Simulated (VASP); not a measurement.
# TaN (P-6m2) in VASP: further runs

TaN is run at these levels: PBE; tasks: single point, relaxation of cell and atoms.

All numbers are computed with VASP 6.6.1; they aren't measurements. Logs are shortened: lines on timing, memory, paths and dates and some standing lists are left out, and cuts for length are marked.

### 1 The cell of the first run

The structure is hexagonal, space group P-6m2 (No. 187). The conventional cell has a = 2.950 Å, b = 2.950 Å, c = 2.897 Å, α = 90.00°, β = 90.00°, γ = 120.00°. Ta (site symmetry -6m2) has 6 N at 2.24 Å and 8 Ta at 2.90 to 2.95 Å within 3.0 Å. Within 3.0 Å of N (site symmetry -6m2) lie 6 Ta at 2.24 Å and 8 N at 2.90 to 2.95 Å.

### 2 Single point, PBE

Contents of INCAR:

```
PREC = Accurate ; ENCUT = 520
EDIFF = 1E-6 ; ISMEAR = -1
SIGMA = 0.15 ; LREAL = F
LASPH = T ; NELM = 100
ALGO = Normal ; ISIF = 2
LWAVE = F ; LCHARG = T
GGA = PE ; LELF = T
LVHAR = T ; NBANDS = 15
```

Contents of KPOINTS:

```
Automatic mesh
0
Gamma
  18 18 14
```

Contents of POSCAR:

```
TaN
1.0
    2.9504708086      0.0000000000      0.0000000000
   -1.4752354043      2.5551826733      0.0000000000
    0.0000000000      0.0000000000      2.8973537261
Ta N
1 1
Direct
    0.3333333333      0.6666666667      0.5000000000
    0.0000000000      0.0000000000      0.0000000000
```

Potentials or basis: VASP PAW PBE potentials, release 64 (Ta_pv, N).

On the command line:

```sh
> cat potpaw_PBE.64/Ta_pv/POTCAR potpaw_PBE.64/N/POTCAR > POTCAR
> mpirun -np 1 vasp_std > vasp.out
```

OUTCAR:

```text
PREC = Accurate
   ENCUT = 520
   EDIFF = 1E-6
   ISMEAR = -1
   LREAL = F
   LASPH = T
   NELM = 100
   ISIF = 2
   GGA = PE

 ion  position               nearest neighbor table
   1  0.333  0.667  0.500-   2 2.24   2 2.24   2 2.24   2 2.24   2 2.24   2 2.24
   2  0.000  0.000  0.000-   1 2.24   1 2.24   1 2.24   1 2.24   1 2.24   1 2.24

  LATTYP: Found a hexagonal cell.
 ALAT       =     2.9504708086
 C/A-ratio  =     0.9819970825

  Lattice vectors:

 A1 = (   2.9504708086,   0.0000000000,   0.0000000000)
 A2 = (  -1.4752354043,   2.5551826733,   0.0000000000)
 A3 = (   0.0000000000,   0.0000000000,   2.8973537261)

Analysis of symmetry for initial positions (statically):
=====================================================================
 Subroutine PRICEL returns:
 Original cell was already a primitive cell.

 Routine SETGRP: Setting up the symmetry group for a
 hexagonal supercell.

 Subroutine GETGRP returns: Found 12 space group operations
 (whereof 12 operations were pure point group operations)
 out of a pool of 24 trial point group operations.

The static configuration has the point symmetry D_3h.

Analysis of symmetry for dynamics (positions and initial velocities):
=====================================================================
 Subroutine PRICEL returns:
 Original cell was already a primitive cell.

 Routine SETGRP: Setting up the symmetry group for a
 hexagonal supercell.

 Subroutine GETGRP returns: Found 12 space group operations
 (whereof 12 operations were pure point group operations)
 out of a pool of 24 trial point group operations.

The dynamic configuration has the point symmetry D_3h.

 Subroutine INISYM returns: Found 12 space group operations
 (whereof 12 operations are pure point group operations),
 and found     1 'primitive' translations

----------------------------------------------------------------------------------------

                                     Primitive cell

  volume of cell :      21.8431

  direct lattice vectors                    reciprocal lattice vectors
     2.950470809  0.000000000  0.000000000     0.338928959  0.195680726  0.000000000
    -1.475235404  2.555182673  0.000000000     0.000000000  0.391361452  0.000000000
     0.000000000  0.000000000  2.897353726     0.000000000  0.000000000  0.345142532

  length of vectors
     2.950470809  2.950470809  2.897353726     0.391361452  0.391361452  0.345142532

  position of ions in fractional coordinates (direct lattice)
     0.333333333  0.666666667  0.500000000
     0.000000000  0.000000000  0.000000000

  ion indices of the primitive-cell ions
   primitive index   ion index
                 1           1
                 2           2

----------------------------------------------------------------------------------------

 KPOINTS: Automatic mesh

Automatic generation of k-mesh.
 Grid dimensions read from file:
 generate k-points for:   18   18   14

 Generating k-lattice:

  Cartesian coordinates                     Fractional coordinates (reciprocal lattice)
     0.018829387  0.010871151  0.000000000     0.055555556  0.000000000  0.000000000
     0.000000000  0.021742303  0.000000000     0.000000000  0.055555556  0.000000000
     0.000000000  0.000000000  0.024653038     0.000000000  0.000000000  0.071428571

  Length of vectors
     0.021742303  0.021742303  0.024653038

  Shift w.r.t. Gamma in fractional coordinates (k-lattice)
     0.000000000  0.000000000  0.000000000

 Subroutine IBZKPT returns following result:
 ===========================================

 Found    296 irreducible k-points:

 Following reciprocal coordinates:
            Coordinates               Weight
  0.000000  0.000000  0.000000      1.000000
  0.055556 -0.000000  0.000000      6.000000
  0.111111 -0.000000  0.000000      6.000000
  0.166667 -0.000000  0.000000      6.000000
  0.222222  0.000000  0.000000      6.000000
  0.277778 -0.000000  0.000000      6.000000
[... 16 lines left out ...]
  0.333333  0.111111  0.000000     12.000000
  0.388889  0.111111  0.000000     12.000000
 [... further k-points ...]
   k-points           NKPTS =    296   k-points in BZ     NKDIM =    296   number of bands    NBANDS=     15
   number of dos      NEDOS =    301   number of ions     NIONS =      2
   total plane-waves  NPLWV =  13824
   dimension x,y,z NGX =    24 NGY =   24 NGZ =   24
   dimension x,y,z NGXF=    48 NGYF=   48 NGZF=   48
   ions per type =               1   1
   NGX,Y,Z   is equivalent  to a cutoff of  13.52, 13.52, 13.77 a.u.
   NGXF,Y,Z  is equivalent  to a cutoff of  27.05, 27.05, 27.54 a.u.
 SYSTEM =  unknown system
   PREC   = accura    normal or accurate (medium, high low for compatibility)
   ISTART =      0    job   : 0-new  1-cont  2-samecut
   ICHARG =      2    charge: 1-file 2-atom 10-const
   ISPIN  =      1    spin polarized calculation?
   LNONCOLLINEAR =      F non collinear calculations
   LSORBIT =      F    spin-orbit coupling
   LASPH  =      T    aspherical Exc in radial PAW
   ENCUT  =  520.0 eV  38.22 Ry    6.18 a.u.   5.49  5.49  5.39*2*pi/ulx,y,z
   NELM   =    100;   NELMIN=  2; NELMDL= -5     # of ELM steps
   EDIFF  = 0.1E-05   stopping-criterion for ELM
   LREAL  =      F    real-space projection
   EDIFFG = 0.1E-04   stopping-criterion for IOM
   NSW    =      0    number of steps for IOM
   IBRION =     -1    ionic relax: 0-MD 1-quasi-New 2-CG
   NFREE  =      0    steps in history (QN), initial steepest desc. (CG)
   ISIF   =      2    stress and relaxation
   ISYM   =      2    0-nonsym 1-usesym 2-fastsym
   POTIM  = 0.5000    time-step for ionic-motion
   TEBEG  =    0.0;   TEEND  =   0.0 temperature during run
   PSTRESS=    0.0 pullay stress
   NELECT =      16.0000    total number of electrons
   NUPDOWN=      -1.0000    fix difference up-down
   EMIN   =  10.00;   EMAX   =-10.00  energy-range for DOS
   EFERMI =   0.00;   METHOD = LEGACY
   ISMEAR =    -1;   SIGMA  =   0.15  broadening in eV -4-tet -1-fermi 0-gaus
   EFERMI_NEDOS =   21; number of points for ismear=-14 and -15
   IALGO  =     38    algorithm
   IMIX   =      4    mixing-type and parameters
     AMIX     =   0.40;   BMIX     =  1.00
     AMIX_MAG =   1.60;   BMIX_MAG =  1.00
  volume/ion in A,a.u.               =      10.92        73.70
  Fermi-wavevector in a.u.,A,eV,Ry     =   1.475740  2.788745 29.630890  2.177809
  Thomas-Fermi vector in A             =   2.590352
   LORBIT       =      0    0 simple, 1 ext, 2 COOP (PROOUT), +10 PAW based schemes
   GGA     = PE    functional components
[... 5 lines left out ...]
 non-spin polarized calculation
  energy-cutoff  :      520.00
  volume of cell :       21.84
 maximum number of plane-waves:       617
 NGX is ok and might be reduce to    24
   NGX = 11   NGY = 11   NGZ = 11

 number of electron      16.0000001 magnetization

 Free energy of the ion-electron system (eV)
  ---------------------------------------------------
  ext. energy  EPLUGINS =         0.00000000
  ---------------------------------------------------
  free energy    TOTEN  =       -22.44928212 eV

  energy without entropy =      -22.43995102  energy(sigma->0) =      -22.44461657

 E-fermi :   8.1450     XC(G=0): -13.2720

 val. band max:        8.1390880859   @ k =   0.0556  -0.0000   0.5000
 cond. band min:       8.1693958097   @ k =   0.0556  -0.0000   0.4286
 fundamental gap:      0.0303077239
 Fermi energy:         8.1449524673

 k-point     1 :       0.0000    0.0000    0.0000
  band No.  band energies     occupation
      1     -26.7736      2.00000
      2     -26.5130      2.00000
      3     -26.5130      2.00000
      4      -9.5641      2.00000
      5       3.6148      2.00000
      6       3.6148      2.00000
      7       3.9656      2.00000
      8       5.1991      2.00000
      9      10.2296      0.00000
     10      11.6333      0.00000
     11      11.6333      0.00000
     12      12.0413      0.00000
     13      12.0413      0.00000
     14      21.1259      0.00000
     15      21.4717      0.00000

 k-point     2 :       0.0556   -0.0000    0.0000
  band No.  band energies     occupation
      1     -26.7696      2.00000
      2     -26.5452      2.00000
      3     -26.5199      2.00000
      4      -9.5013      2.00000
      5       3.4091      2.00000
      6       3.6626      2.00000
      7       4.0617      2.00000
      8       5.1072      2.00000
      9      10.4682      0.00000
     10      11.4976      0.00000
     11      11.6428      0.00000
     12      12.0087      0.00000
     13      12.1280      0.00000
     14      21.1206      0.00000
     15      21.4685      0.00000

 k-point     3 :       0.1111   -0.0000    0.0000
  band No.  band energies     occupation
      1     -26.7579      2.00000
      2     -26.6368      2.00000
      3     -26.5396      2.00000
      4      -9.3196      2.00000
      5       2.9172      2.00000
      6       3.7987      2.00000
      7       4.2941      2.00000
      8       4.8571      2.00000
      9      10.9660      0.00000
     10      11.2697      0.00000
     11      11.6803      0.00000
     12      11.9162      0.00000
     13      12.3547      0.00000
     14      21.1011      0.00000
     15      21.4608      0.00000
[... 343 lines left out ...]
 k-point    23 :       0.3333    0.1111    0.0000
  band No.  band energies     occupation
      1     -27.3676      2.00000
      2     -26.7784      2.00000
      3     -26.6491      2.00000
      4      -7.5196      2.00000
      5       0.3039      2.00000
      6       3.1783      2.00000
      7       4.0232      2.00000
      8       5.8083      2.00000
      9      10.4503      0.00000
     10      10.5289      0.00000
     11      12.8586      0.00000
     12      13.9823      0.00000
     13      15.6637      0.00000
     14      21.0043      0.00000
     15      21.4566      0.00000

 k-point    24 :       0.3889    0.1111    0.0000
  band No.  band energies     occupation
      1     -27.4365      2.00000
      2     -26.8031      2.00000
      3     -26.6379      2.00000
      4      -7.3153      2.00000
      5       0.1131      2.00000
      6       3.0447      2.00000
      7       3.9020      2.00000
      8       5.8589      2.00000
      9      10.3949      0.00000
     10      11.1195      0.00000
     11      12.5856      0.00000
     12      14.0618      0.00000
     13      16.5470      0.00000
     14      20.0504      0.00000
     15      21.4392      0.00000

 [... further k-points ...]

------------------------ aborting loop because EDIFF is reached ----------------------------------------

  FORCE on cell =-STRESS in cart. coord.  units (eV):
  Direction    XX          YY          ZZ          XY          YZ          ZX
  --------------------------------------------------------------------------------------
  -------------------------------------------------------------------------------------
  Total        0.0821323      0.0821323      0.1039597      0.0000000      0.0000000      0.0000000
  in kB        6.0243420      6.0243420      7.6253714      0.0000000      0.0000000      0.0000000
  external PRESSURE =       6.5580184 kB  Pullay stress =       0.0000000 kB

 VOLUME and BASIS-vectors are now :
 -----------------------------------------------------------------------------
  energy-cutoff  :      520.00
  volume of cell :       21.84
      direct lattice vectors                 reciprocal lattice vectors
     2.950470809  0.000000000  0.000000000     0.338928959  0.195680726  0.000000000
    -1.475235404  2.555182673  0.000000000     0.000000000  0.391361452  0.000000000
     0.000000000  0.000000000  2.897353726     0.000000000  0.000000000  0.345142532

 POSITION                                       TOTAL-FORCE (eV/Angst)
 -----------------------------------------------------------------------------------
     -0.00000      1.70346      1.44868         0.000000      0.000000      0.000000
      0.00000      0.00000      0.00000        -0.000000      0.000000      0.000000
 -----------------------------------------------------------------------------------
    total drift:                                0.000000     -0.000000     -0.000000

  FREE ENERGIE OF THE ION-ELECTRON SYSTEM (eV)
  ---------------------------------------------------
  free  energy   TOTEN  =       -22.4492821210 eV

  energy  without entropy=      -22.4399510221  energy(sigma->0) =      -22.44461657
```

Wall time 54 s (1 thread of Intel Xeon Platinum 8259CL at 2.50GHz (Skylake/Cascade Lake), shared host); peak memory 0.22 GiB.

Results:

| Item | Value |
| --- | --- |
| Free energy | -22.4493 eV |
| Pressure | 0.7 GPa |
| Band gap on the k mesh | zero (band 8 reaches 8.33 eV, above the bottom of band 9 at 8.03 eV) |

Stress tensor (GPa, compression positive):
```
0.60 0.00 0.00
0.00 0.60 0.00
0.00 0.00 0.76
```

Caveat: spin-orbit coupling is left out, which moves the levels of the heavy elements.

### 3 Relaxation of cell and atoms, PBE

Contents of INCAR:

```
PREC     = Accurate       # precision mode
ENCUT    = 600            # plane-wave cutoff, eV
EDIFF    = 1E-7           # SCF threshold, eV
ISMEAR   = -1             # smearing method
SIGMA    = 0.15           # smearing width, eV
LREAL    = F              # projectors in reciprocal space
LASPH    = T              # aspherical terms in the spheres
NELM     = 100            # most SCF steps
ALGO     = Normal         # electronic algorithm
ISIF     = 3              # what is computed and relaxed
LWAVE    = F              # write WAVECAR
LCHARG   = F              # write CHGCAR
GGA      = PE             # functional
IBRION   = 2              # ionic algorithm
NSW      = 80             # ionic steps
EDIFFG   = -0.001         # ionic threshold
```

KPOINTS is that of step 2.

Contents of POSCAR:

```
TaN
1.0
    2.9501846716      0.0000000000      0.0000000000
   -1.4750923358      2.5549348714      0.0000000000
    0.0000000000      0.0000000000      2.8977715840
Ta N
1 1
Direct
    0.3333333333      0.6666666667      0.5000000000
    0.0000000000      0.0000000000      0.0000000000
```

Potentials or basis: VASP PAW PBE potentials, release 64 (Ta_pv, N).

On the command line:

```sh
> cat potpaw_PBE.64/Ta_pv/POTCAR potpaw_PBE.64/N/POTCAR > POTCAR
> mpirun -np 1 vasp_std > vasp.out
```

It took 3.3 min on 1 thread of Intel Xeon Platinum 8259CL at 2.50GHz (Skylake/Cascade Lake), shared host; peak memory 0.23 GiB.

The run converged. Its results:

* Free energy: -22.4516 eV
* Relaxed volume: 10.94 Å³/atom
* Relaxed cell: a = 2.952 Å, b = 2.952 Å, c = 2.899 Å, α = 90.00°, β = 90.00°, γ = 120.00°
* Space group after relaxing (to 0.05 Å): P-6m2 (No. 187)
* Energy gained by relaxing: 0.0 meV/atom
* Ionic steps: 8
* Pressure after relaxing: 0.0 GPa
* Band gap on the k mesh: zero (band 8 reaches 8.31 eV, above the bottom of band 9 at 8.02 eV)

Final structure:
```yaml
crystal:
  lattice:
    - [2.95187, 0.00000, 0.00000]
    - [-1.47593, 2.55639, 0.00000]
    - [0.00000, 0.00000, 2.89922]
  atoms:
    - { symbol: Ta, position: [0.33333, 0.66667, 0.50000] }
    - { symbol: N, position: [0.00000, 0.00000, 0.00000] }
```

Levels at points of the mesh, in eV from the Fermi level:
```
           k point  band 6  band 7  band 8  band 9  band 10  band 11
(0.00, 0.00, 0.00)   -4.52   -4.17   -2.94    2.07     3.48     3.48
(0.50, 0.00, 0.00)   -5.15   -3.45   -3.18    2.92     3.91     5.10
(0.00, 0.00, 0.50)   -3.72   -3.72   -0.11   -0.11     2.31     3.26
(0.50, 0.00, 0.50)   -6.16   -5.62   -0.43    4.02     5.21     5.87
```

Caveat: spin-orbit coupling is left out, which moves the levels of the heavy elements.
